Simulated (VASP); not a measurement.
# SiC (P6_3mc) in VASP: a series of runs, part 2 of 2

VASP 6.6.1. Earlier steps stand in the parts before.

## (5) Single point, LDA (volume 9.332 Å^3 an atom, c/a of the conventional cell 1.5149)

INCAR

```
PREC = Accurate
ENCUT = 520
EDIFF = 1E-6
ISMEAR = 0
SIGMA = 0.05
LREAL = F
LASPH = T
NELM = 100
ALGO = Normal
ISIF = 2
LWAVE = F
LCHARG = F
NBANDS = 16
```

KPOINTS

```
regular mesh
0
Gamma
  12 12 6
```

POSCAR

```
SiC
1.0
    3.0528587308      0.0000000000      0.0000000000
   -1.5264293654      2.6438532151      0.0000000000
    0.0000000000      0.0000000000      4.6247756914
Si C
2 2
Direct
    0.3333333333      0.6666666667     -0.0023783629
    0.6666666667      0.3333333333      0.4976216371
    0.3333333333      0.6666666667      0.3873783629
    0.6666666667      0.3333333333      0.8873783629
```

Potentials or basis: VASP PAW LDA potentials, release 64 (Si, C).

Run with:

```
$ cat potpaw_LDA.64/Si/POTCAR potpaw_LDA.64/C/POTCAR > POTCAR
$ mpirun -np 1 vasp_std > vasp.out
```

OUTCAR:

```text
PREC = Accurate
   ENCUT = 520
   EDIFF = 1E-6
   ISMEAR = 0
   LREAL = F
   LASPH = T
   NELM = 100
   ISIF = 2

 ion  position               nearest neighbor table
   1  0.333  0.667  0.998-   3 1.80   4 1.83   4 1.83   4 1.83   2 2.91   2 2.91   2 2.91   2 2.91
                             2 2.91   2 2.91
   2  0.667  0.333  0.498-   4 1.80   3 1.83   3 1.83   3 1.83   1 2.91   1 2.91   1 2.91   1 2.91
                             1 2.91   1 2.91
   3  0.333  0.667  0.387-   1 1.80   2 1.83   2 1.83   2 1.83
   4  0.667  0.333  0.887-   2 1.80   1 1.83   1 1.83   1 1.83

  LATTYP: Found a hexagonal cell.
 ALAT       =     3.0528587308
 C/A-ratio  =     1.5149000000

  Lattice vectors:

 A1 = (   3.0528587308,   0.0000000000,   0.0000000000)
 A2 = (  -1.5264293654,   2.6438532151,   0.0000000000)
 A3 = (   0.0000000000,   0.0000000000,   4.6247756914)

Analysis of symmetry for initial positions (statically):
=====================================================================
 Subroutine PRICEL returns:
 Original cell was already a primitive cell.

 Routine SETGRP: Setting up the symmetry group for a
 hexagonal supercell.

 Subroutine GETGRP returns: Found 12 space group operations
 (whereof  6 operations were pure point group operations)
 out of a pool of 24 trial point group operations.

The static configuration has the point symmetry C_3v.
 The point group associated with its full space group is C_6v.

Analysis of symmetry for dynamics (positions and initial velocities):
=====================================================================
 Subroutine PRICEL returns:
 Original cell was already a primitive cell.

 Routine SETGRP: Setting up the symmetry group for a
 hexagonal supercell.

 Subroutine GETGRP returns: Found 12 space group operations
 (whereof  6 operations were pure point group operations)
 out of a pool of 24 trial point group operations.

The dynamic configuration has the point symmetry C_3v.
 The point group associated with its full space group is C_6v.
[... 119 lines left out ...]
   EFERMI_NEDOS =   21; number of points for ismear=-14 and -15
   IALGO  =     38    algorithm
   IMIX   =      4    mixing-type and parameters
     AMIX     =   0.40;   BMIX     =  1.00
     AMIX_MAG =   1.60;   BMIX_MAG =  1.00
  volume/ion in A,a.u.               =       9.33        62.98
  Fermi-wavevector in a.u.,A,eV,Ry     =   1.234345  2.332574 20.729942  1.523608
  Thomas-Fermi vector in A             =   2.369039
   LORBIT       =      0    0 simple, 1 ext, 2 COOP (PROOUT), +10 PAW based schemes
   GGA     = CA    functional components
   LHFCALC =     F    Hartree Fock is set to
   AEXX    =    0.0000 exact exchange contribution
   IVDW    =     0    specifies the selected vdW correction
   LEPSILON=     F    determine dielectric tensor
   LRPA    =     F    only Hartree local field effects (RPA)
 non-spin polarized calculation
 Gauss-broadening in eV      SIGMA  =   0.05
  energy-cutoff  :      520.00
  volume of cell :       37.33
 maximum number of plane-waves:      1020
 NGX is ok and might be reduce to    24
   NGX = 11   NGY = 11   NGZ = 17

 number of electron      15.9999997 magnetization

 Free energy of the ion-electron system (eV)
  ---------------------------------------------------
  ext. energy  EPLUGINS =         0.00000000
  ---------------------------------------------------
  free energy    TOTEN  =       -32.79175817 eV

  energy without entropy =      -32.79175817  energy(sigma->0) =      -32.79175817

 E-fermi :  10.3219     XC(G=0): -11.9890

 val. band max:       10.0245506049   @ k =   0.0000   0.0000   0.0000
 cond. band min:      11.6099690339   @ k =   0.5000  -0.0000   0.0000
 fundamental gap:      1.5854184290
 Fermi energy:        10.3219345712

 k-point     1 :       0.0000    0.0000    0.0000
  band No.  band energies     occupation
      1      -6.8911      2.00000
      2      -2.2013      2.00000
      3       0.4799      2.00000
      4       7.4460      2.00000
      5       7.4460      2.00000
      6       9.2188      2.00000
[... 433 lines left out ...]
      3       1.6471      2.00000
      4       3.6608      2.00000
      5       4.6154      2.00000
      6       5.8862      2.00000
[... 8 lines left out ...]
     15      21.5213      0.00000
     16      22.1927      0.00000

 [... further k-points ...]
[... 5 lines left out ...]
  --------------------------------------------------------------------------------------
  -------------------------------------------------------------------------------------
  Total        2.0661257      2.0661257     11.5184562      0.0000000      0.0000000      0.0000000
  in kB       88.6814142     88.6814142    494.3905238      0.0000000      0.0000000      0.0000000
  external PRESSURE =     223.9177841 kB  Pullay stress =       0.0000000 kB

 VOLUME and BASIS-vectors are now :
 -----------------------------------------------------------------------------
  energy-cutoff  :      520.00
  volume of cell :       37.33
      direct lattice vectors                 reciprocal lattice vectors
     3.052858731  0.000000000  0.000000000     0.327561832  0.189117912  0.000000000
    -1.526429365  2.643853215  0.000000000     0.000000000  0.378235824  0.000000000
     0.000000000  0.000000000  4.624775691     0.000000000  0.000000000  0.216226703

 POSITION                                       TOTAL-FORCE (eV/Angst)
 -----------------------------------------------------------------------------------
     -0.00000      1.76257      4.61378         0.000000     -0.000000     -0.002092
      1.52643      0.88128      2.30139         0.000000     -0.000000     -0.002092
     -0.00000      1.76257      1.79154         0.000000     -0.000000      0.002092
      1.52643      0.88128      4.10393        -0.000000      0.000000      0.002092
 -----------------------------------------------------------------------------------
    total drift:                               -0.000000      0.000000     -0.000250

  FREE ENERGIE OF THE ION-ELECTRON SYSTEM (eV)
  ---------------------------------------------------
  free  energy   TOTEN  =       -32.7917581655 eV

  energy  without entropy=      -32.7917581655  energy(sigma->0) =      -32.79175817
```

OSZICAR:

```text
N       E                     dE             d eps       ncg     rms          rms(c)
DAV:   1     0.242211356457E+02    0.24221E+02   -0.72965E+03  2432   0.907E+02
DAV:   2    -0.351518267500E+02   -0.59373E+02   -0.54543E+02  3456   0.167E+02
DAV:   3    -0.375884317404E+02   -0.24366E+01   -0.24284E+01  3136   0.309E+01
DAV:   4    -0.376053395676E+02   -0.16908E-01   -0.16906E-01  3072   0.320E+00
DAV:   5    -0.376055021299E+02   -0.16256E-03   -0.16256E-03  3152   0.290E-01    0.145E+01
DAV:   6    -0.330209963977E+02    0.45845E+01   -0.76416E+00  3160   0.174E+01    0.685E+00
DAV:   7    -0.328386732851E+02    0.18232E+00   -0.14956E+00  3512   0.729E+00    0.266E+00
DAV:   8    -0.327977756528E+02    0.40898E-01   -0.79084E-02  2824   0.168E+00    0.772E-01
DAV:   9    -0.327917117868E+02    0.60639E-02   -0.93524E-03  3168   0.671E-01    0.117E-01
DAV:  10    -0.327917530121E+02   -0.41225E-04   -0.59986E-04  2800   0.160E-01    0.607E-02
DAV:  11    -0.327917588813E+02   -0.58692E-05   -0.16785E-05  3408   0.301E-02    0.261E-02
DAV:  12    -0.327917581655E+02    0.71577E-06   -0.35459E-06  2920   0.124E-02
   1 F= -.32791758E+02 E0= -.32791758E+02  d E =-.141502E-19
```

stdout:

```text
POSCAR found type information on POSCAR SiC
 POSCAR found :  2 types and       4 ions
 scaLAPACK will be used
 LDA part: xc-table for (Slater(with rela. corr.)+CA(PZ))
 , standard interpolation
 POSCAR, INCAR and KPOINTS ok, starting setup
 FFT: planning ... GRIDC
 FFT: planning ... GRID_SOFT
 FFT: planning ... GRID
 WAVECAR not read
 entering main loop
```

Wall time 83 s (1 thread of AMD EPYC 7R13, shared host); peak memory 0.13 GiB.

Results:

```
Free energy            : -32.7918 eV
Pressure               : 22.4 GPa
Band gap on the k mesh : 1.59 eV, indirect (least direct gap 3.38 eV)
```

Forces in eV/Å, atoms in the order of the input:
```
Si   0.000  0.000 -0.002
Si   0.000  0.000 -0.002
C    0.000  0.000  0.002
C    0.000  0.000  0.002
```

Stress tensor (GPa, compression positive):
```
 8.87  0.00  0.00
 0.00  8.87  0.00
 0.00  0.00 49.44
```

Levels at points of the mesh, in eV from the valence-band top:
| k point | band 4 | band 5 | band 6 | band 7 | band 8 | band 9 | band 10 | band 11 | band 12 | band 13 |
| --- | --- | --- | --- | --- | --- | --- | --- | --- | --- | --- |
| (0.00, 0.00, 0.00) | -2.58 | -2.58 | -0.81 | -0.81 | 0.00 | 3.72 | 5.88 | 5.88 | 7.04 | 8.72 |
| (0.50, 0.00, 0.00) | -6.68 | -6.28 | -4.65 | -4.03 | -1.79 | 1.59 | 4.39 | 6.78 | 6.88 | 10.62 |
| (0.00, 0.00, 0.50) | -4.32 | -1.77 | -1.77 | -1.77 | -1.77 | 5.18 | 5.18 | 6.55 | 6.55 | 6.55 |
| (0.50, 0.00, 0.50) | -9.42 | -3.51 | -3.51 | -2.43 | -2.43 | 2.99 | 2.99 | 5.43 | 5.43 | 10.80 |

## (6) Single point, LDA (volume 9.332 Å^3 an atom, c/a of the conventional cell 1.7783)

INCAR

```
SYSTEM = SiC
PREC = Accurate ; ENCUT = 520
EDIFF = 1E-6 ; ISMEAR = 0
SIGMA = 0.05 ; LREAL = .False.
LASPH = .True. ; NELM = 100
ALGO = Normal ; ISIF = 2
LWAVE = .False. ; LCHARG = .False.
GGA = CA ; NBANDS = 16
```

KPOINTS

```
Automatic mesh
0
Gamma
  12 12 6
  0 0 0
```

POSCAR

```
SiC
1.0
    2.8940077319      0.0000000000      0.0000000000
   -1.4470038660      2.5062842146      0.0000000000
    0.0000000000      0.0000000000      5.1464139497
Si C
2 2
Direct
    0.3333333333      0.6666666667      0.0096276759
    0.6666666667      0.3333333333      0.5096276759
    0.3333333333      0.6666666667      0.3753723241
    0.6666666667      0.3333333333      0.8753723241
```

Potentials or basis: VASP PAW LDA potentials, release 64 (Si, C).

Run with:

```
$ cat potpaw_LDA.64/Si/POTCAR potpaw_LDA.64/C/POTCAR > POTCAR
$ mpirun -np 1 vasp_std > vasp.out
```

It took 94 s on 1 thread of AMD EPYC 7R13, shared host; peak memory 0.13 GiB.

The run converged. Its results:

| Quantity | Value |
| --- | --- |
| Free energy | -32.7523 eV |
| Pressure | 23.6 GPa |
| Band gap on the k mesh | 1.17 eV, indirect (least direct gap 4.26 eV) |

Stress tensor (GPa, compression positive):
```
39.69  0.00  0.00
 0.00 39.69  0.00
 0.00  0.00 -8.61
```

Levels at points of the mesh, in eV from the valence-band top:
```csv
k point,band 5,band 6,band 7,band 8,band 9,band 10,band 11,band 12
"(0.00, 0.00, 0.00)",-1.02,-1.02,0.00,0.00,4.85,6.68,7.62,7.62
"(0.50, 0.00, 0.00)",-6.18,-4.09,-3.30,-1.45,3.18,3.22,7.27,7.45
"(0.00, 0.00, 0.50)",-0.54,-0.54,-0.54,-0.54,7.20,7.20,8.19,8.19
"(0.50, 0.00, 0.50)",-3.25,-3.25,-2.52,-2.52,2.64,2.64,5.25,5.25
```

 A k mesh can miss the band edges.

## (7) Overview

| cell | gap on the mesh (eV) | pressure (GPa) |
| --- | --- | --- |
| a = 2.884, b = 2.884, c = 4.733 Å, angles 90.0, 90.0, 120.0°, 4 atoms | 1.77 | 56.5 |
| a = 2.922, b = 2.922, c = 4.608 Å, angles 90.0, 90.0, 120.0°, 4 atoms | 1.74 | 56.0 |
| a = 2.845, b = 2.845, c = 4.861 Å, angles 90.0, 90.0, 120.0°, 4 atoms | 1.31 | 56.6 |
| a = 3.053, b = 3.053, c = 4.625 Å, angles 90.0, 90.0, 120.0°, 4 atoms | 1.59 | 22.4 |
| a = 2.894, b = 2.894, c = 5.146 Å, angles 90.0, 90.0, 120.0°, 4 atoms | 1.17 | 23.6 |

Alike in all rows: task single point; level LDA; potentials or basis VASP PAW LDA potentials, release 64 (Si, C); no spin polarisation; k mesh 12 × 12 × 6; cutoff (eV) 520; smearing gaussian 0.05 eV.

Absolute energies hang on the potentials; compare differences alone.
